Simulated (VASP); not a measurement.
# TaN (I4mm) in VASP: further runs

Runs on TaN. Level: LDA. Tasks: single point.

Program: VASP 6.6.1. These are calculated values, not measurements. Logs are shortened: lines on timing, memory, paths and dates and some standing lists are left out, and cuts for length are marked.

### 1 The cell of the first run

It takes space group I4mm (No. 107, tetragonal). Conventional cell: a = 3.074 Å, b = 3.074 Å, c = 4.348 Å, α = 90.00°, β = 90.00°, γ = 90.00°. Ta (site symmetry 4mm) has 6 N at 1.91 to 2.44 Å within 2.5 Å. Within 2.5 Å of N (site symmetry 4mm) lie 6 Ta at 1.91 to 2.44 Å.

### 2 Single point, LDA (mode 4 frozen in at -0.244 Å and mode 6 at +0.000 Å (largest displacements))

Input file INCAR:

```
PREC = Accurate ; ENCUT = 520
EDIFF = 1E-7 ; ISMEAR = 0
SIGMA = 0.15 ; LREAL = F
LASPH = T ; NELM = 80
ALGO = Normal ; ISIF = 2
LWAVE = F ; LCHARG = T
LELF = T ; LVHAR = T
NBANDS = 15
```

Input file KPOINTS:

```
regular mesh
0
Gamma
  18 18 18
```

Input file POSCAR:

```
TaN
1.0
    0.0000000000      2.1738356505      2.1738356505
    2.1738356505      0.0000000000      2.1738356505
    2.1738356505      2.1738356505      0.0000000000
Ta N
1 1
Direct
    0.4956556505      0.5043443495      0.5043443495
    0.0561219980     -0.0561219980     -0.0561219980
```

Potentials or basis: VASP PAW LDA potentials, release 64 (Ta_pv, N).

The run is started by

```console
cat potpaw_LDA.64/Ta_pv/POTCAR potpaw_LDA.64/N/POTCAR > POTCAR
mpirun -np 1 vasp_std > vasp.out
```

OUTCAR:

```text
PREC = Accurate
   ENCUT = 520
   EDIFF = 1E-7
   ISMEAR = 0
   LREAL = F
   LASPH = T
   NELM = 80
   ISIF = 2

 ion  position               nearest neighbor table
   1  0.496  0.504  0.504-   2 1.91   2 2.19   2 2.19   2 2.19   2 2.19   2 2.44
   2  0.056  0.944  0.944-   1 1.91   1 2.19   1 2.19   1 2.19   1 2.19   1 2.44

  LATTYP: Found a face centered cubic cell.
 ALAT       =     4.3476713010

  Lattice vectors:

 A1 = (   0.0000000000,   2.1738356505,   2.1738356505)
 A2 = (   2.1738356505,   0.0000000000,   2.1738356505)
 A3 = (   2.1738356505,   2.1738356505,   0.0000000000)

Analysis of symmetry for initial positions (statically):
=====================================================================
 Subroutine PRICEL returns:
 Original cell was already a primitive cell.

 Routine SETGRP: Setting up the symmetry group for a
 face centered cubic supercell.

 Subroutine GETGRP returns: Found  8 space group operations
 (whereof  8 operations were pure point group operations)
 out of a pool of 48 trial point group operations.

The static configuration has the point symmetry C_4v.

Analysis of symmetry for dynamics (positions and initial velocities):
=====================================================================
 Subroutine PRICEL returns:
 Original cell was already a primitive cell.

 Routine SETGRP: Setting up the symmetry group for a
 face centered cubic supercell.

 Subroutine GETGRP returns: Found  8 space group operations
 (whereof  8 operations were pure point group operations)
 out of a pool of 48 trial point group operations.

The dynamic configuration has the point symmetry C_4v.

 Subroutine INISYM returns: Found  8 space group operations
 (whereof  8 operations are pure point group operations),
 and found     1 'primitive' translations

----------------------------------------------------------------------------------------

                                     Primitive cell

  volume of cell :      20.5452

  direct lattice vectors                    reciprocal lattice vectors
     0.000000000  2.173835651  2.173835651    -0.230008188  0.230008188  0.230008188
     2.173835651  0.000000000  2.173835651     0.230008188 -0.230008188  0.230008188
     2.173835651  2.173835651  0.000000000     0.230008188  0.230008188 -0.230008188

  length of vectors
     3.074267859  3.074267859  3.074267859     0.398385869  0.398385869  0.398385869

  position of ions in fractional coordinates (direct lattice)
     0.495655650  0.504344350  0.504344350
     0.056121998  0.943878002  0.943878002

  ion indices of the primitive-cell ions
   primitive index   ion index
                 1           1
                 2           2

----------------------------------------------------------------------------------------

 KPOINTS: regular mesh

Automatic generation of k-mesh.
 Grid dimensions read from file:
 generate k-points for:   18   18   18

 Generating k-lattice:

  Cartesian coordinates                     Fractional coordinates (reciprocal lattice)
    -0.012778233  0.012778233  0.012778233     0.055555556  0.000000000  0.000000000
     0.012778233 -0.012778233  0.012778233     0.000000000  0.055555556  0.000000000
     0.012778233  0.012778233 -0.012778233     0.000000000  0.000000000  0.055555556

  Length of vectors
     0.022132548  0.022132548  0.022132548

  Shift w.r.t. Gamma in fractional coordinates (k-lattice)
     0.000000000  0.000000000  0.000000000

 Subroutine IBZKPT returns following result:
 ===========================================

 Found    480 irreducible k-points:

 Following reciprocal coordinates:
            Coordinates               Weight
  0.000000  0.000000  0.000000      1.000000
  0.055556  0.000000  0.000000      8.000000
  0.111111  0.000000  0.000000      8.000000
  0.166667  0.000000  0.000000      8.000000
  0.222222  0.000000  0.000000      8.000000
  0.277778  0.000000  0.000000      8.000000
[... 16 lines left out ...]
  0.388889  0.055556  0.000000     16.000000
  0.000000  0.388889  0.055556      8.000000
 [... further k-points ...]
   k-points           NKPTS =    480   k-points in BZ     NKDIM =    480   number of bands    NBANDS=     15
   number of dos      NEDOS =    301   number of ions     NIONS =      2
   total plane-waves  NPLWV =  13824
   dimension x,y,z NGX =    24 NGY =   24 NGZ =   24
   dimension x,y,z NGXF=    48 NGYF=   48 NGZF=   48
   ions per type =               1   1
   NGX,Y,Z   is equivalent  to a cutoff of  12.98, 12.98, 12.98 a.u.
   NGXF,Y,Z  is equivalent  to a cutoff of  25.96, 25.96, 25.96 a.u.
 SYSTEM =  unknown system
   PREC   = accura    normal or accurate (medium, high low for compatibility)
   ISTART =      0    job   : 0-new  1-cont  2-samecut
   ICHARG =      2    charge: 1-file 2-atom 10-const
   ISPIN  =      1    spin polarized calculation?
   LNONCOLLINEAR =      F non collinear calculations
   LSORBIT =      F    spin-orbit coupling
   LASPH  =      T    aspherical Exc in radial PAW
   ENCUT  =  520.0 eV  38.22 Ry    6.18 a.u.   5.72  5.72  5.72*2*pi/ulx,y,z
   NELM   =     80;   NELMIN=  2; NELMDL= -5     # of ELM steps
   EDIFF  = 0.1E-06   stopping-criterion for ELM
   LREAL  =      F    real-space projection
   EDIFFG = 0.1E-05   stopping-criterion for IOM
   NSW    =      0    number of steps for IOM
   IBRION =     -1    ionic relax: 0-MD 1-quasi-New 2-CG
   NFREE  =      0    steps in history (QN), initial steepest desc. (CG)
   ISIF   =      2    stress and relaxation
   ISYM   =      2    0-nonsym 1-usesym 2-fastsym
   POTIM  = 0.5000    time-step for ionic-motion
   TEBEG  =    0.0;   TEEND  =   0.0 temperature during run
   PSTRESS=    0.0 pullay stress
   NELECT =      16.0000    total number of electrons
   NUPDOWN=      -1.0000    fix difference up-down
   EMIN   =  10.00;   EMAX   =-10.00  energy-range for DOS
   EFERMI =   0.00;   METHOD = LEGACY
   ISMEAR =     0;   SIGMA  =   0.15  broadening in eV -4-tet -1-fermi 0-gaus
   EFERMI_NEDOS =   21; number of points for ismear=-14 and -15
   IALGO  =     38    algorithm
   IMIX   =      4    mixing-type and parameters
     AMIX     =   0.40;   BMIX     =  1.00
     AMIX_MAG =   1.60;   BMIX_MAG =  1.00
  volume/ion in A,a.u.               =      10.27        69.32
  Fermi-wavevector in a.u.,A,eV,Ry     =   1.506184  2.846276 30.866057  2.268591
  Thomas-Fermi vector in A             =   2.616935
   LORBIT       =      0    0 simple, 1 ext, 2 COOP (PROOUT), +10 PAW based schemes
   GGA     = CA    functional components
   LHFCALC =     F    Hartree Fock is set to
   AEXX    =    0.0000 exact exchange contribution
   IVDW    =     0    specifies the selected vdW correction
   LEPSILON=     F    determine dielectric tensor
   LRPA    =     F    only Hartree local field effects (RPA)
 non-spin polarized calculation
 Gauss-broadening in eV      SIGMA  =   0.15
  energy-cutoff  :      520.00
  volume of cell :       20.55
 maximum number of plane-waves:       568
   NGX = 11   NGY = 11   NGZ = 11

 number of electron      16.0000000 magnetization

 Free energy of the ion-electron system (eV)
  ---------------------------------------------------
  ext. energy  EPLUGINS =         0.00000000
  ---------------------------------------------------
  free energy    TOTEN  =       -23.76596420 eV

  energy without entropy =      -23.75585138  energy(sigma->0) =      -23.76090779

 E-fermi :   9.6712     XC(G=0): -13.8189

 val. band max:        9.6671620102   @ k =   0.2778   0.1111  -0.2778
 cond. band min:       9.6774388091   @ k =   0.1111  -0.2778   0.3889
 fundamental gap:      0.0102767989
 Fermi energy:         9.6712480426

 k-point     1 :       0.0000    0.0000    0.0000
  band No.  band energies     occupation
      1     -25.7097      2.00000
      2     -25.5766      2.00000
      3     -25.5766      2.00000
      4      -9.0904      2.00000
      5       4.6263      2.00000
      6       4.6263      2.00000
      7       4.7202      2.00000
      8       7.6642      2.00000
      9       9.0695      2.00000
     10       9.0695      2.00000
     11       9.8938      0.03587
     12      11.4466      0.00000
     13      11.8339      0.00000
     14      19.0816      0.00000
     15      21.4210      0.00000

 k-point     2 :       0.0556    0.0000    0.0000
  band No.  band energies     occupation
      1     -25.7258      2.00000
      2     -25.5972      2.00000
      3     -25.5798      2.00000
      4      -9.0087      2.00000
      5       4.1631      2.00000
      6       4.5306      2.00000
      7       4.9179      2.00000
      8       7.6722      2.00000
      9       8.7927      2.00000
     10       8.9540      2.00000
     11      10.4350      0.00000
     12      11.6935      0.00000
     13      12.1273      0.00000
     14      19.3286      0.00000
     15      21.4209      0.00000

 k-point     3 :       0.1111    0.0000    0.0000
  band No.  band energies     occupation
      1     -25.7899      2.00000
      2     -25.6371      2.00000
      3     -25.5889      2.00000
      4      -8.7717      2.00000
      5       3.4907      2.00000
      6       4.2521      2.00000
      7       4.8085      2.00000
      8       7.7313      2.00000
      9       8.6012      2.00000
     10       8.8565      2.00000
     11      11.4019      0.00000
     12      12.2989      0.00000
     13      12.8504      0.00000
     14      20.0272      0.00000
     15      21.4207      0.00000
[... 343 lines left out ...]
 k-point    23 :       0.3889    0.0556    0.0000
  band No.  band energies     occupation
      1     -26.4859      2.00000
      2     -25.7567      2.00000
      3     -25.6733      2.00000
      4      -6.5733      2.00000
      5       0.0678      2.00000
      6       2.2444      2.00000
      7       2.7080      2.00000
      8       9.4129      1.98513
      9      10.9698      0.00000
     10      11.3304      0.00000
     11      14.7860      0.00000
     12      16.1010      0.00000
     13      17.1919      0.00000
     14      21.3623      0.00000
     15      21.7332      0.00000

 k-point    24 :       0.0000    0.3889    0.0556
  band No.  band energies     occupation
      1     -26.4988      2.00000
      2     -25.7380      2.00000
      3     -25.6822      2.00000
      4      -6.5508      2.00000
      5       0.0602      2.00000
      6       2.4181      2.00000
      7       2.4721      2.00000
      8       9.6655      1.04343
      9      11.0220      0.00000
     10      11.3161      0.00000
     11      14.4558      0.00000
     12      15.4818      0.00000
     13      17.9290      0.00000
     14      21.3872      0.00000
     15      21.9499      0.00000

 [... further k-points ...]

------------------------ aborting loop because EDIFF is reached ----------------------------------------

  FORCE on cell =-STRESS in cart. coord.  units (eV):
  Direction    XX          YY          ZZ          XY          YZ          ZX
  --------------------------------------------------------------------------------------
  -------------------------------------------------------------------------------------
  Total        5.4050711      0.3530628      0.3530628     -0.0000000      0.0000000      0.0000000
  in kB      421.5041729     27.5329309     27.5329309     -0.0000000      0.0000000      0.0000000
  external PRESSURE =     158.8566782 kB  Pullay stress =       0.0000000 kB

 VOLUME and BASIS-vectors are now :
 -----------------------------------------------------------------------------
  energy-cutoff  :      520.00
  volume of cell :       20.55
      direct lattice vectors                 reciprocal lattice vectors
     0.000000000  2.173835651  2.173835651    -0.230008188  0.230008188  0.230008188
     2.173835651  0.000000000  2.173835651     0.230008188 -0.230008188  0.230008188
     2.173835651  2.173835651  0.000000000     0.230008188  0.230008188 -0.230008188

 POSITION                                       TOTAL-FORCE (eV/Angst)
 -----------------------------------------------------------------------------------
      2.19272      2.17384      2.17384        -3.486717      0.000000      0.000000
      4.10367      2.17384      2.17384         3.486717      0.000000      0.000000
 -----------------------------------------------------------------------------------
    total drift:                               -0.000210     -0.000000     -0.000000

  FREE ENERGIE OF THE ION-ELECTRON SYSTEM (eV)
  ---------------------------------------------------
  free  energy   TOTEN  =       -23.7659641969 eV

  energy  without entropy=      -23.7558513819  energy(sigma->0) =      -23.76090779
```

Run time: 70 s. Hardware: 1 thread of AMD EPYC 9R45 (Zen 5), shared host; peak memory 0.22 GiB.

What came out:

- Free energy: -23.7660 eV
- Pressure: 15.9 GPa
- Largest force: 3.487 eV/Å
- Band gap on the k mesh: zero (band 8 reaches 11.35 eV, above the bottom of band 9 at 8.25 eV)

Forces on the atoms (eV/Å):
```
Ta  -3.487  0.000  0.000
N    3.487  0.000  0.000
```

Levels at points of the mesh, in eV from the Fermi level:
| k point | band 6 | band 7 | band 8 | band 9 | band 10 | band 11 |
| --- | --- | --- | --- | --- | --- | --- |
| (0.00, 0.00, 0.00) | -5.04 | -4.95 | -2.01 | -0.60 | -0.60 | 0.22 |
| (0.50, 0.00, 0.00) | -7.67 | -7.54 | 1.68 | 2.10 | 2.28 | 3.98 |
| (0.50, 0.50, 0.00) | -6.55 | -4.82 | -2.66 | 2.87 | 3.85 | 3.92 |
| (0.00, 0.50, 0.50) | -5.56 | -4.59 | -4.59 | 2.45 | 3.61 | 3.83 |

Caveat: the cell differs from its parent crystal (mode 4 frozen in at -0.244 Å and mode 6 at +0.000 Å (largest displacements)); spin-orbit coupling is left out, which moves the levels of the heavy elements; forces of over 1 eV/Å act on the atoms, so gaps and moduli don't describe the material at rest.

(Part 1 of 2 ends here.)
